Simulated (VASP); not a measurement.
# ZnCu2SnS4: single point with PBEsol

ZnCu2SnS4:

```
Sn Zn Cu S
1.0
    -2.77039    2.77039    5.53120
     2.77039   -2.77039    5.53120
     2.77039    2.77039   -5.53120
Sn Zn Cu S
1 1 2 4
Direct
  0.50000 0.50000 0.00000
  0.25000 0.75000 0.50000
  0.75000 0.25000 0.50000
  0.00000 0.00000 0.00000
  0.62799 0.62839 0.51280
  0.88481 0.37201 0.00040
  0.11559 0.11519 0.48720
  0.37161 0.88441 0.99960
```

| Quantity | Value |
| --- | --- |
| Program | VASP 6.6.1 |
| Task | single point |
| Functional | PBEsol |
| Potentials or basis | VASP PAW PBE potentials, release 64 (Sn_d, Zn, Cu, S) |
| Cutoff | 520 eV |
| k mesh | 7 × 7 × 7 |
| Occupations | fermi-dirac, width 0.05 eV |
| Spin | no spin polarisation |

The pressure is -5.2 GPa and the largest force is 0.431 eV/Å. The band gap on the k mesh is 0.05 eV.

Forces on the atoms (eV/Å):
```
Sn   0.000  0.000  0.000
Zn   0.000  0.000  0.000
Cu   0.000  0.000  0.000
Cu   0.000  0.000  0.000
S    0.065  0.411 -0.111
S   -0.411  0.065  0.111
S   -0.065 -0.411 -0.111
S    0.411 -0.065  0.111
```

Stress tensor (GPa, compression positive):
```
-5.16  0.00  0.00
 0.00 -5.16  0.00
 0.00  0.00 -5.26
```

Levels at points of the mesh, in eV from the valence-band top:
```
           k point  band 32  band 33  band 34  band 35  band 36  band 37  band 38  band 39  band 40  band 41
(0.00, 0.00, 0.00)    -1.38    -1.25    -0.08    -0.08     0.00     0.05     2.01     2.73     3.69     3.69
```

It took 26 min on 1 thread of Intel Xeon 8259CL (shared host), peak memory 0.62 GiB.

Caveat: the cell stands under tension; the smearing spreads over this small gap; semilocal functionals underestimate gaps, and a narrow one can read as zero; the PAW data sets were made with another functional, which shifts forces and pressure a little; spin-orbit coupling is left out, which moves the levels of the heavy elements.
